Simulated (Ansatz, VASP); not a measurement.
# Two plane-wave programs on BN

Contents of INCAR:

```
ALGO = Normal
EDIFF = 1E-7
EDIFFG = -0.005
ENCUT = 600
GGA = PE
IBRION = 2
ISIF = 3
ISMEAR = -1
LASPH = T
LCHARG = F
LREAL = F
LWAVE = F
NELM = 80
NSW = 60
PREC = Accurate
SIGMA = 0.05
```

The input KPOINTS:

```
k-points
0
Gamma
  15 15 15
```

Contents of POSCAR:

```
BN
1.0
    0.0000000000      2.1544346900      2.1544346900
    2.1544346900      0.0000000000      2.1544346900
    2.1544346900      2.1544346900      0.0000000000
B N
1 1
Direct
    0.0000000000      0.0000000000      0.0000000000
    0.2500000000      0.2500000000      0.2500000000
```

Input for Ansatz:

```yaml
crystal:
  lattice:
    - [0.0, 2.15443469, 2.15443469]
    - [2.15443469, 0.0, 2.15443469]
    - [2.15443469, 2.15443469, 0.0]
  atoms:
    - { symbol: B, position: [0.0, 0.0, 0.0] }
    - { symbol: "N", position: [0.25, 0.25, 0.25] }
kpoints:
  mp_grid: { grid: [15, 15, 15] }
scf:
  occupations: { method: fermi_dirac, width: 0.05 }
hamiltonian:
  xc: pbe
  pseudopotentials: { kind: paw }
output:
  forces: true
  stress: true
relax:
  f_tol: 0.005
  max_steps: 40
  cell: {}
```

Alike in both runs: task relaxation of cell and atoms; functional PBE; k mesh 15 × 15 × 15; occupations fermi-dirac, width 0.05 eV; no spin polarisation.

```csv
,VASP,Ansatz
version,VASP 6.6.1,Ansatz 0.2.0
potentials or method,"VASP PAW PBE potentials, release 64 (B, N)","PAW with Ansatz's default frozen-core files, scalar-relativistic"
plane-wave cutoff (eV),600,420
valence electrons in the cell,8,8
```

```tsv
	VASP	Ansatz	Ansatz less VASP
relaxed volume (Å³/atom)	5.96	5.95	-0.006
relaxed cell length with the largest relative difference (Å)	2.564	2.563	-0.0008
```

Noted on VASP's run: the volume moved by over 15 % at a fixed basis, so the end points are rough.
